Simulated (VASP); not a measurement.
# ZrB2 (P6/mmm) in VASP: notebook, part 2 of 2

VASP 6.6.1. The steps go on from the part before.

## 4. Single point, LDA (volume scaled by 0.8)

Contents of INCAR:

```
SYSTEM = ZrB2
PREC = Accurate
ENCUT = 520
EDIFF = 1E-6
ISMEAR = -1
SIGMA = 0.05
LREAL = .False.
LASPH = .True.
NELM = 100
ALGO = Normal
ISIF = 2
LWAVE = .False.
LCHARG = .False.
GGA = CA
NBANDS = 16
```

Contents of KPOINTS:

```
regular mesh
0
Gamma
  13 13 10
  0 0 0
```

Contents of POSCAR:

```
ZrB2
1.0
    2.9404694199      0.0000000000      0.0000000000
   -1.4702347099      2.5465212167      0.0000000000
    0.0000000000      0.0000000000      3.2977449504
Zr B
1 2
Direct
    0.0000000000      0.0000000000      0.0000000000
    0.3333333333      0.6666666667      0.5000000000
    0.6666666667      0.3333333333      0.5000000000
```

Potentials or basis: VASP PAW LDA potentials, release 64 (Zr_sv, B).

Command:

```sh
$ cat potpaw_LDA.64/Zr_sv/POTCAR potpaw_LDA.64/B/POTCAR > POTCAR
$ mpirun -np 1 vasp_std > vasp.out
```

OUTCAR:

```text
SYSTEM = ZrB2
   PREC = Accurate
   ENCUT = 520
   EDIFF = 1E-6
   ISMEAR = -1
   LREAL = .False.
   LASPH = .True.
   NELM = 100
   ISIF = 2
   GGA = CA

 ion  position               nearest neighbor table
   1  0.000  0.000  0.000-   2 2.37   3 2.37   2 2.37   3 2.37   2 2.37   2 2.37   3 2.37   3 2.37
                             3 2.37   3 2.37   2 2.37   2 2.37
   2  0.333  0.667  0.500-   3 1.70   3 1.70   3 1.70   1 2.37   1 2.37   1 2.37   1 2.37   1 2.37
                             1 2.37
   3  0.667  0.333  0.500-   2 1.70   2 1.70   2 1.70   1 2.37   1 2.37   1 2.37   1 2.37   1 2.37
                             1 2.37

  LATTYP: Found a hexagonal cell.
 ALAT       =     2.9404694199
 C/A-ratio  =     1.1215028893

  Lattice vectors:

 A1 = (   2.9404694199,   0.0000000000,   0.0000000000)
 A2 = (  -1.4702347099,   2.5465212167,   0.0000000000)
 A3 = (   0.0000000000,   0.0000000000,   3.2977449504)

Analysis of symmetry for initial positions (statically):
=====================================================================
 Subroutine PRICEL returns:
 Original cell was already a primitive cell.

 Routine SETGRP: Setting up the symmetry group for a
 hexagonal supercell.

 Subroutine GETGRP returns: Found 24 space group operations
 (whereof 24 operations were pure point group operations)
 out of a pool of 24 trial point group operations.

The static configuration has the point symmetry D_6h.

Analysis of symmetry for dynamics (positions and initial velocities):
=====================================================================
 Subroutine PRICEL returns:
 Original cell was already a primitive cell.

 Routine SETGRP: Setting up the symmetry group for a
 hexagonal supercell.

 Subroutine GETGRP returns: Found 24 space group operations
 (whereof 24 operations were pure point group operations)
 out of a pool of 24 trial point group operations.

[... 114 lines left out ...]
   NUPDOWN=      -1.0000    fix difference up-down
   EMIN   =  10.00;   EMAX   =-10.00  energy-range for DOS
   EFERMI =   0.00;   METHOD = LEGACY
   ISMEAR =    -1;   SIGMA  =   0.05  broadening in eV -4-tet -1-fermi 0-gaus
   EFERMI_NEDOS =   21; number of points for ismear=-14 and -15
   IALGO  =     38    algorithm
   IMIX   =      4    mixing-type and parameters
     AMIX     =   0.40;   BMIX     =  1.00
     AMIX_MAG =   1.60;   BMIX_MAG =  1.00
  volume/ion in A,a.u.               =       8.23        55.55
  Fermi-wavevector in a.u.,A,eV,Ry     =   1.473348  2.784224 29.534904  2.170754
  Thomas-Fermi vector in A             =   2.588252
   LORBIT       =      0    0 simple, 1 ext, 2 COOP (PROOUT), +10 PAW based schemes
   GGA     = CA    functional components
   LHFCALC =     F    Hartree Fock is set to
   AEXX    =    0.0000 exact exchange contribution
   IVDW    =     0    specifies the selected vdW correction
   LEPSILON=     F    determine dielectric tensor
   LRPA    =     F    only Hartree local field effects (RPA)
 non-spin polarized calculation
  energy-cutoff  :      520.00
  volume of cell :       24.69
 maximum number of plane-waves:       691
 NGX is ok and might be reduce to    24
   NGX = 11   NGY = 11   NGZ = 13

 number of electron      18.0000000 magnetization

 Free energy of the ion-electron system (eV)
  ---------------------------------------------------
  ext. energy  EPLUGINS =         0.00000000
  ---------------------------------------------------
  free energy    TOTEN  =       -26.54596704 eV

  energy without entropy =      -26.54368153  energy(sigma->0) =      -26.54482428

 E-fermi :  13.1801     XC(G=0): -13.6354

 val. band max:       13.1715560058   @ k =   0.0769   0.0769   0.3000
 cond. band min:      13.1933497986   @ k =   0.2308   0.2308   0.0000
 fundamental gap:      0.0217937929
 Fermi energy:        13.1801153692

 k-point     1 :       0.0000    0.0000    0.0000
  band No.  band energies     occupation
      1     -34.6412      2.00000
      2     -13.1281      2.00000
      3     -12.0791      2.00000
      4     -12.0791      2.00000
      5      -0.3723      2.00000
      6       9.9616      2.00000
[... 433 lines left out ...]
      3     -12.5324      2.00000
      4     -12.1709      2.00000
      5       0.3961      2.00000
      6       8.8619      2.00000
[... 8 lines left out ...]
     15      21.7413      0.00000
     16      22.0750      0.00000

 [... further k-points ...]
[... 5 lines left out ...]
  --------------------------------------------------------------------------------------
  -------------------------------------------------------------------------------------
  Total       10.9064085     10.9064085     10.1122275      0.0000000      0.0000000      0.0000000
  in kB      707.6382710    707.6382710    656.1095845      0.0000000      0.0000000      0.0000000
  external PRESSURE =     690.4620421 kB  Pullay stress =       0.0000000 kB

 VOLUME and BASIS-vectors are now :
 -----------------------------------------------------------------------------
  energy-cutoff  :      520.00
  volume of cell :       24.69
      direct lattice vectors                 reciprocal lattice vectors
     2.940469420  0.000000000  0.000000000     0.340081755  0.196346293  0.000000000
    -1.470234710  2.546521217  0.000000000     0.000000000  0.392692585  0.000000000
     0.000000000  0.000000000  3.297744950     0.000000000  0.000000000  0.303237520

 POSITION                                       TOTAL-FORCE (eV/Angst)
 -----------------------------------------------------------------------------------
      0.00000      0.00000      0.00000         0.000000      0.000000      0.000000
     -0.00000      1.69768      1.64887         0.000000     -0.000000     -0.000000
      1.47023      0.84884      1.64887        -0.000000      0.000000      0.000000
 -----------------------------------------------------------------------------------
    total drift:                               -0.000000      0.000000      0.000000

  FREE ENERGIE OF THE ION-ELECTRON SYSTEM (eV)
  ---------------------------------------------------
  free  energy   TOTEN  =       -26.5459670428 eV

  energy  without entropy=      -26.5436815267  energy(sigma->0) =      -26.54482428
```

OSZICAR:

```text
N       E                     dE             d eps       ncg     rms          rms(c)
DAV:   1     0.105140287841E+03    0.10514E+03   -0.99768E+03  4032   0.115E+03
DAV:   2    -0.259314099116E+02   -0.13107E+03   -0.12580E+03  5232   0.306E+02
DAV:   3    -0.298018873532E+02   -0.38705E+01   -0.38563E+01  5864   0.457E+01
DAV:   4    -0.298514809341E+02   -0.49594E-01   -0.49585E-01  4976   0.485E+00
DAV:   5    -0.298531348157E+02   -0.16539E-02   -0.16539E-02  6080   0.524E-01    0.343E+01
DAV:   6    -0.266262142205E+02    0.32269E+01   -0.62854E+00  5360   0.193E+01    0.144E+01
DAV:   7    -0.265470773001E+02    0.79137E-01   -0.81976E-01  5712   0.597E+00    0.515E+00
DAV:   8    -0.265538769570E+02   -0.67997E-02   -0.17291E-01  4848   0.379E+00    0.409E-01
DAV:   9    -0.265463440928E+02    0.75329E-02   -0.29209E-02  4920   0.156E+00    0.169E-01
DAV:  10    -0.265459710621E+02    0.37303E-03   -0.15560E-03  4760   0.386E-01    0.536E-02
DAV:  11    -0.265459687929E+02    0.22692E-05   -0.56356E-05  5272   0.713E-02    0.242E-02
DAV:  12    -0.265459674523E+02    0.13406E-05   -0.80712E-06  5000   0.272E-02    0.520E-03
DAV:  13    -0.265459670428E+02    0.40950E-06   -0.74813E-07  2928   0.881E-03
   1 F= -.26545967E+02 E0= -.26544824E+02  d E =-.228552E-02
```

Run time: 29 s. Hardware: 1 thread of Intel Xeon Platinum 8488C (Sapphire Rapids), shared host; peak memory 0.17 GiB.

What came out:

```yaml
Free_energy: -26.5460 eV
Pressure: 69.0 GPa
Band_gap_on_the_k_mesh: zero (band 9 reaches 13.77 eV, above the bottom of band 10 at 12.70 eV)
```

Levels at points of the mesh, in eV from the Fermi level:
| k point | band 5 | band 6 | band 7 | band 8 | band 9 | band 10 | band 11 | band 12 | band 13 | band 14 |
| --- | --- | --- | --- | --- | --- | --- | --- | --- | --- | --- |
| (0.00, 0.00, 0.00) | -13.55 | -3.22 | -3.12 | -3.12 | -2.16 | 4.39 | 4.39 | 5.20 | 5.20 | 6.09 |
| (0.00, 0.00, 0.50) | -10.44 | -7.48 | -1.09 | -1.09 | 0.39 | 0.39 | 0.85 | 0.85 | 2.14 | 5.59 |

Caveat: the cell differs from its parent crystal (volume scaled by 0.8).

## 5. Single point, LDA

This run uses another cell than the first one, of 10.29 Å³/atom, 2.222 times its volume.

Contents of INCAR:

```
PREC = Accurate
ENCUT = 520
EDIFF = 1E-6
ISMEAR = -1
SIGMA = 0.05
LREAL = F
LASPH = T
NELM = 60
ALGO = Normal
ISIF = 2
LWAVE = F
LCHARG = F
NBANDS = 16
```

Contents of KPOINTS:

```
regular mesh
0
Gamma
  13 13 10
```

Contents of POSCAR:

```
ZrB2
1.0
    3.1675246616      0.0000000000      0.0000000000
   -1.5837623308      2.7431568240      0.0000000000
    0.0000000000      0.0000000000      3.5523880600
Zr B
1 2
Direct
    0.0000000000      0.0000000000      0.0000000000
    0.3333333333      0.6666666667      0.5000000000
    0.6666666667      0.3333333333      0.5000000000
```

Command:

```sh
$ cat potpaw_LDA.64/Zr_sv/POTCAR potpaw_LDA.64/B/POTCAR > POTCAR
$ mpirun -np 1 vasp_std > vasp.out
```

Run time: 25 s. Hardware: 1 thread of Intel Xeon Platinum 8488C (Sapphire Rapids), shared host; peak memory 0.18 GiB.

It converged, with:

```yaml
Free_energy: -27.4497 eV
Pressure: -9.2 GPa
Band_gap_on_the_k_mesh: zero (band 9 reaches 10.94 eV, above the bottom of band 10 at 10.10 eV)
```

Stress tensor (GPa, compression positive):
```
 -8.70   0.00   0.00
  0.00  -8.70   0.00
  0.00   0.00 -10.04
```

Levels at points of the mesh, in eV from the Fermi level:
```
           k point  band 5  band 6  band 7  band 8  band 9  band 10  band 11  band 12  band 13  band 14
(0.00, 0.00, 0.00)  -12.63   -2.68   -2.65   -2.65   -2.42     3.28     3.28     3.99     3.99     4.99
(0.00, 0.00, 0.50)  -10.60   -6.98   -1.01   -1.01    0.29     0.29     0.68     0.68     1.60     5.01
```

## 6. Overview

```tsv
cell	gap on the mesh (eV)	pressure (GPa)
a = 2.514, b = 2.514, c = 2.820 Å, angles 90.0, 90.0, 120.0°, 3 atoms	none	569.4
a = 2.940, b = 2.940, c = 3.298 Å, angles 90.0, 90.0, 120.0°, 3 atoms	none	69.0
a = 3.168, b = 3.168, c = 3.552 Å, angles 90.0, 90.0, 120.0°, 3 atoms	none	-9.2
```

Alike in all rows: task single point; level LDA; potentials or basis VASP PAW LDA potentials, release 64 (Zr_sv, B); no spin polarisation; k mesh 13 × 13 × 10; cutoff (eV) 520; smearing fermi-dirac 0.05 eV.

Absolute energies hang on the potentials; compare differences alone.
